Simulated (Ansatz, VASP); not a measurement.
## PbS: VASP beside Ansatz

```
Pb S
1.0
     2.09373   -6.03098    0.00000
     2.09373    6.03098    0.00000
     0.00000    0.00000    4.30766
Pb S
2 2
Direct
  0.13056 0.86944 0.25000
  0.86944 0.13056 0.75000
  0.35480 0.64520 0.25000
  0.64520 0.35480 0.75000
```

Alike in both runs: task single point; functional BLYP; dispersion D4; k mesh 7 × 7 × 6; occupations fermi-dirac, width 0.05 eV; no spin polarisation.

|  | VASP | Ansatz |
| --- | --- | --- |
| version | VASP 6.6.1 | Ansatz 0.2.0 |
| potentials or method | VASP PAW PBE potentials, release 64 (Pb_d, S) | Ansatz PAW |
| plane-wave cutoff (eV) | 520 | 420 |
| valence electrons in the cell | 40 | 40 |

Ansatz gave:

| Quantity | Value |
| --- | --- |
| gap on the k mesh at the Fermi level (eV) | 1.33 |
| least direct gap on the mesh (eV) | 1.48 |
| pressure (GPa) | 0.8 |
| traceless stress, the component that is largest in VASP (GPa) | 0.22 |
| rms of the force components (eV/Å) | 0.061 |

Question: Which values does VASP return?

Answer: gap on the k mesh at the Fermi level (eV): 1.33; least direct gap on the mesh (eV): 1.48; pressure (GPa): 0.8; traceless stress, the component that is largest in VASP (GPa): 0.22; rms of the force components (eV/Å): 0.066.

VASP's potentials were made for PBE, not for BLYP. Atom by atom the forces differ by 0.006 eV/Å (rms over components).

Spin-orbit coupling is off throughout. Noted on Ansatz's run: odd divisions of the mesh miss points on the zone boundary, where band edges often lie, so the gap on the mesh can be too wide.
